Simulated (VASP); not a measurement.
## Au: single point with PBEsol

Au:

```
Au
1.0
    -2.28838    2.28838    1.19941
     2.28838   -2.28838    1.19941
     2.28838    2.28838   -1.19941
Au
2
Cartesian
  0.0000 -1.1442 -0.2999
  0.0000 1.1442 0.2999
```

- Program: VASP 6.6.1
- Task: single point
- Functional: PBEsol
- Potentials or basis: VASP PAW PBE potentials, release 64 (Au)
- Cutoff: 500 eV
- k mesh: 18 × 18 × 18
- Occupations: fermi-dirac, width 0.08 eV
- Spin: no spin polarisation

* Pressure: 170.1 GPa
* Band gap on the k mesh: zero (bands 11 and 12 overlap by 7.25 eV)

Stress tensor (GPa, compression positive):
```
170.02   0.00   0.00
  0.00 170.02   0.00
  0.00   0.00 170.27
```

Levels at points of the mesh, in eV from the Fermi level:
```
           k point  band 8  band 9  band 10  band 11  band 12  band 13  band 14  band 15
(0.00, 0.00, 0.00)   -3.77   -3.77    -1.69    -0.04     3.68     3.68    12.87    15.73
(0.50, 0.00, 0.00)   -3.77   -2.64    -2.35     1.34     4.97     6.29     7.44    12.02
(0.50, 0.50, 0.00)   -5.03   -2.87    -2.87    -2.58    -2.58    11.81    11.81    13.59
(0.50, 0.50, 0.50)   -3.54   -3.42    -3.42    -3.30    -3.30     4.44     4.44    18.46
```

It took 82 s on 1 thread of Intel(R) Xeon(R) 6975P-C (Granite Rapids), with other jobs on the host, peak memory 0.29 GiB.

Caveat: the cell stands under pressure; the PAW data sets were made with another functional, which shifts forces and pressure a little; spin-orbit coupling is left out, which moves the levels of the heavy elements.
